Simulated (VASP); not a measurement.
# Si (Fd-3m) in VASP: relaxation of cell and atoms with PBE

Aim: the relaxation of cell and atoms of Si with PBE.

Program: VASP 6.6.1. These are calculated values, not measurements. Logs are shortened: lines on timing, memory, paths and dates and some standing lists are left out, and cuts for length are marked.

### Step 1. The cell of the first run

The structure is cubic, space group Fd-3m (No. 227). The conventional cell has a = 5.437 Å, b = 5.437 Å, c = 5.437 Å, α = 90.00°, β = 90.00°, γ = 90.00°. Si (site symmetry -43m) has 4 Si at 2.35 Å within 3.1 Å.

### Step 2. Relaxation of cell and atoms, PBE

INCAR reads:

```
PREC = Accurate
ENCUT = 600
EDIFF = 1E-7
ISMEAR = 0
SIGMA = 0.02
LREAL = False
LASPH = True
NELM = 60
ALGO = Normal
ISIF = 3
LWAVE = False
LCHARG = False
GGA = PE
IBRION = 2
NSW = 100
EDIFFG = -0.002
```

KPOINTS reads:

```
regular mesh
0
Gamma
  8 8 8
```

POSCAR reads:

```
Si
1.0
    0.0000000000      2.7185000000      2.7185000000
    2.7185000000      0.0000000000      2.7185000000
    2.7185000000      2.7185000000      0.0000000000
Si
2
Direct
    0.5000000000      0.5000000000      0.5000000000
    0.7500000000      0.7500000000      0.7500000000
```

Potentials or basis: VASP PAW PBE potentials, release 64 (Si).

On the command line:

```console
cat potpaw_PBE.64/Si/POTCAR > POTCAR
mpirun -np 1 vasp_std > vasp.out
```

OUTCAR:

```text
PREC = Accurate
   ENCUT = 600
   EDIFF = 1E-7
   ISMEAR = 0
   LREAL = False
   LASPH = True
   NELM = 60
   ISIF = 3
   GGA = PE
   IBRION = 2
   NSW = 100
   EDIFFG = -0.002

 ion  position               nearest neighbor table
   1  0.500  0.500  0.500-   2 2.35   2 2.35   2 2.35   2 2.35
   2  0.750  0.750  0.750-   1 2.35   1 2.35   1 2.35   1 2.35

  LATTYP: Found a face centered cubic cell.
 ALAT       =     5.4370000000

  Lattice vectors:

 A1 = (   0.0000000000,   2.7185000000,   2.7185000000)
 A2 = (   2.7185000000,   0.0000000000,   2.7185000000)
 A3 = (   2.7185000000,   2.7185000000,   0.0000000000)

Analysis of symmetry for initial positions (statically):
=====================================================================
 Subroutine PRICEL returns:
 Original cell was already a primitive cell.

 Routine SETGRP: Setting up the symmetry group for a
 face centered cubic supercell.

 Subroutine GETGRP returns: Found 48 space group operations
 (whereof 24 operations were pure point group operations)
 out of a pool of 48 trial point group operations.

The static configuration has the point symmetry T_d .
 The point group associated with its full space group is O_h .

Analysis of symmetry for dynamics (positions and initial velocities):
=====================================================================
 Subroutine PRICEL returns:
 Original cell was already a primitive cell.

 Routine SETGRP: Setting up the symmetry group for a
 face centered cubic supercell.

 Subroutine GETGRP returns: Found 48 space group operations
 (whereof 24 operations were pure point group operations)
 out of a pool of 48 trial point group operations.

The dynamic configuration has the point symmetry T_d .
 The point group associated with its full space group is O_h .

 Subroutine INISYM returns: Found 48 space group operations
 (whereof 24 operations are pure point group operations),
 and found     1 'primitive' translations

----------------------------------------------------------------------------------------

                                     Primitive cell

  volume of cell :      40.1807

  direct lattice vectors                    reciprocal lattice vectors
     0.000000000  2.718500000  2.718500000    -0.183924959  0.183924959  0.183924959
     2.718500000  0.000000000  2.718500000     0.183924959 -0.183924959  0.183924959
     2.718500000  2.718500000  0.000000000     0.183924959  0.183924959 -0.183924959

  length of vectors
     3.844539569  3.844539569  3.844539569     0.318567373  0.318567373  0.318567373

  position of ions in fractional coordinates (direct lattice)
     0.500000000  0.500000000  0.500000000
     0.750000000  0.750000000  0.750000000

  ion indices of the primitive-cell ions
   primitive index   ion index
                 1           1
                 2           2

----------------------------------------------------------------------------------------

 KPOINTS: regular mesh

Automatic generation of k-mesh.
 Grid dimensions read from file:
 generate k-points for:    8    8    8

 Generating k-lattice:

  Cartesian coordinates                     Fractional coordinates (reciprocal lattice)
    -0.022990620  0.022990620  0.022990620     0.125000000  0.000000000  0.000000000
     0.022990620 -0.022990620  0.022990620     0.000000000  0.125000000  0.000000000
     0.022990620  0.022990620 -0.022990620     0.000000000  0.000000000  0.125000000

  Length of vectors
     0.039820922  0.039820922  0.039820922

  Shift w.r.t. Gamma in fractional coordinates (k-lattice)
     0.000000000  0.000000000  0.000000000

 Subroutine IBZKPT returns following result:
 ===========================================

 Found     29 irreducible k-points:

 Following reciprocal coordinates:
            Coordinates               Weight
  0.000000  0.000000  0.000000      1.000000
  0.125000  0.000000  0.000000      8.000000
  0.250000  0.000000  0.000000      8.000000
  0.375000  0.000000  0.000000      8.000000
  0.500000  0.000000  0.000000      4.000000
  0.125000  0.125000  0.000000      6.000000
[... 16 lines left out ...]
  0.500000  0.250000  0.125000     48.000000
 -0.375000  0.250000  0.125000     24.000000
 [... further k-points ...]
   k-points           NKPTS =     29   k-points in BZ     NKDIM =     29   number of bands    NBANDS=      8
   number of dos      NEDOS =    301   number of ions     NIONS =      2
   total plane-waves  NPLWV =  32768
   dimension x,y,z NGX =    32 NGY =   32 NGZ =   32
   dimension x,y,z NGXF=    64 NGYF=   64 NGZF=   64
   ions per type =               2
   NGX,Y,Z   is equivalent  to a cutoff of  13.84, 13.84, 13.84 a.u.
   NGXF,Y,Z  is equivalent  to a cutoff of  27.67, 27.67, 27.67 a.u.
 SYSTEM =  unknown system
   PREC   = accura    normal or accurate (medium, high low for compatibility)
   ISTART =      0    job   : 0-new  1-cont  2-samecut
   ICHARG =      2    charge: 1-file 2-atom 10-const
   ISPIN  =      1    spin polarized calculation?
   LNONCOLLINEAR =      F non collinear calculations
   LSORBIT =      F    spin-orbit coupling
   LASPH  =      T    aspherical Exc in radial PAW
   ENCUT  =  600.0 eV  44.10 Ry    6.64 a.u.   7.68  7.68  7.68*2*pi/ulx,y,z
   NELM   =     60;   NELMIN=  2; NELMDL= -5     # of ELM steps
   EDIFF  = 0.1E-06   stopping-criterion for ELM
   LREAL  =      F    real-space projection
   EDIFFG = -.2E-02   stopping-criterion for IOM
   NSW    =    100    number of steps for IOM
   IBRION =      2    ionic relax: 0-MD 1-quasi-New 2-CG
   NFREE  =      1    steps in history (QN), initial steepest desc. (CG)
   ISIF   =      3    stress and relaxation
   ISYM   =      2    0-nonsym 1-usesym 2-fastsym
   POTIM  = 0.5000    time-step for ionic-motion
   TEBEG  =    0.0;   TEEND  =   0.0 temperature during run
   PSTRESS=    0.0 pullay stress
   NELECT =       8.0000    total number of electrons
   NUPDOWN=      -1.0000    fix difference up-down
   EMIN   =  10.00;   EMAX   =-10.00  energy-range for DOS
   EFERMI =   0.00;   METHOD = LEGACY
   ISMEAR =     0;   SIGMA  =   0.02  broadening in eV -4-tet -1-fermi 0-gaus
   EFERMI_NEDOS =   21; number of points for ismear=-14 and -15
   IALGO  =     38    algorithm
   IMIX   =      4    mixing-type and parameters
     AMIX     =   0.40;   BMIX     =  1.00
     AMIX_MAG =   1.60;   BMIX_MAG =  1.00
  volume/ion in A,a.u.               =      20.09       135.58
  Fermi-wavevector in a.u.,A,eV,Ry     =   0.955943  1.806471 12.433381  0.913828
  Thomas-Fermi vector in A             =   2.084827
   LORBIT       =      0    0 simple, 1 ext, 2 COOP (PROOUT), +10 PAW based schemes
   GGA     = PE    functional components
   LHFCALC =     F    Hartree Fock is set to
   AEXX    =    0.0000 exact exchange contribution
   IVDW    =     0    specifies the selected vdW correction
   LEPSILON=     F    determine dielectric tensor
   LRPA    =     F    only Hartree local field effects (RPA)
 conjugate gradient relaxation of ions
 non-spin polarized calculation
 Gauss-broadening in eV      SIGMA  =   0.02
  energy-cutoff  :      600.00
  volume of cell :       40.18
 maximum number of plane-waves:      1363
   NGX = 15   NGY = 15   NGZ = 15

--------------------------------------- Ionic step        1  -------------------------------------------

 number of electron       7.9999999 magnetization

 Free energy of the ion-electron system (eV)
  ---------------------------------------------------
  ext. energy  EPLUGINS =         0.00000000
  ---------------------------------------------------
  free energy    TOTEN  =       -10.84267378 eV

  energy without entropy =      -10.84267378  energy(sigma->0) =      -10.84267378

------------------------ aborting loop because EDIFF is reached ----------------------------------------

  FORCE on cell =-STRESS in cart. coord.  units (eV):
  Direction    XX          YY          ZZ          XY          YZ          ZX
  --------------------------------------------------------------------------------------
  -------------------------------------------------------------------------------------
  Total        0.4062646      0.4062646      0.4062646      0.0000000      0.0000000      0.0000000
  in kB       16.1994986     16.1994986     16.1994986      0.0000000      0.0000000      0.0000000
  external PRESSURE =      16.1994986 kB  Pullay stress =       0.0000000 kB
[... 57 lines left out ...]
  energy  without entropy=      -10.8446215093  energy(sigma->0) =      -10.84462151

--------------------------------------- Ionic step        3  -------------------------------------------

 number of electron       8.0000000 magnetization

 Free energy of the ion-electron system (eV)
  ---------------------------------------------------
  ext. energy  EPLUGINS =         0.00000000
  ---------------------------------------------------
  free energy    TOTEN  =       -10.84618749 eV

  energy without entropy =      -10.84618749  energy(sigma->0) =      -10.84618749

 E-fermi :   5.7251     XC(G=0):  -9.3262

 val. band max:        5.6175720535   @ k =   0.0000   0.0000   0.0000
 cond. band min:       6.2676701776   @ k =   0.3750   0.3750   0.0000
 fundamental gap:      0.6500981240
 Fermi energy:         5.7251008650

 k-point     1 :       0.0000    0.0000    0.0000
  band No.  band energies     occupation
      1      -6.1973      2.00000
      2       5.6176      2.00000
      3       5.6176      2.00000
      4       5.6176      2.00000
      5       8.1739      0.00000
      6       8.1739      0.00000
      7       8.1739      0.00000
      8       8.7517      0.00000
[... 243 lines left out ...]
 k-point    24 :      -0.3750    0.2500    0.1250
  band No.  band energies     occupation
      1      -3.3886      2.00000
      2      -1.0898      2.00000
      3       2.2300      2.00000
      4       3.5068      2.00000
      5       8.6413      0.00000
      6       8.7637      0.00000
      7      11.4645      0.00000
      8      12.6838      0.00000

 [... further k-points ...]
[... 5 lines left out ...]
  --------------------------------------------------------------------------------------
  -------------------------------------------------------------------------------------
  Total        0.0011399      0.0011399      0.0011399     -0.0000000     -0.0000000      0.0000000
  in kB        0.0446664      0.0446664      0.0446664     -0.0000000     -0.0000000      0.0000000
  external PRESSURE =       0.0446664 kB  Pullay stress =       0.0000000 kB
[... 17 lines left out ...]
  FREE ENERGIE OF THE ION-ELECTRON SYSTEM (eV)
  ---------------------------------------------------
  free  energy   TOTEN  =       -10.8461874933 eV

  energy  without entropy=      -10.8461874933  energy(sigma->0) =      -10.84618749

 reached required accuracy - stopping structural energy minimisation
```

It took 52 s on 1 thread of AMD EPYC 7R13, shared host; peak memory 0.14 GiB.

What came out:

- Free energy: -10.8462 eV
- Relaxed volume: 20.44 Å³/atom
- Relaxed cell: a = 3.867 Å, b = 3.867 Å, c = 3.867 Å, α = 60.00°, β = 60.00°, γ = 60.00°
- Space group after relaxing (to 0.05 Å): Fd-3m (No. 227)
- Energy gained by relaxing: 1.8 meV/atom
- Ionic steps: 3
- Pressure after relaxing: 0.0 GPa
- Band gap on the k mesh: 0.65 eV, indirect (least direct gap 2.56 eV)

The path:
```tsv
step	energy change (eV)	largest force (eV/Å)	pressure (GPa)	volume (Å³)
1	0.0000	0.0000	1.62	40.18
2	-0.0019	0.0000	-1.02	41.37
3	-0.0035	0.0000	0.00	40.89
```

Final structure:
```
Si
1.0
     0.00000    2.73436    2.73436
     2.73436    0.00000    2.73436
     2.73436    2.73436    0.00000
Si
2
Direct
  0.50000 0.50000 0.50000
  0.75000 0.75000 0.75000
```
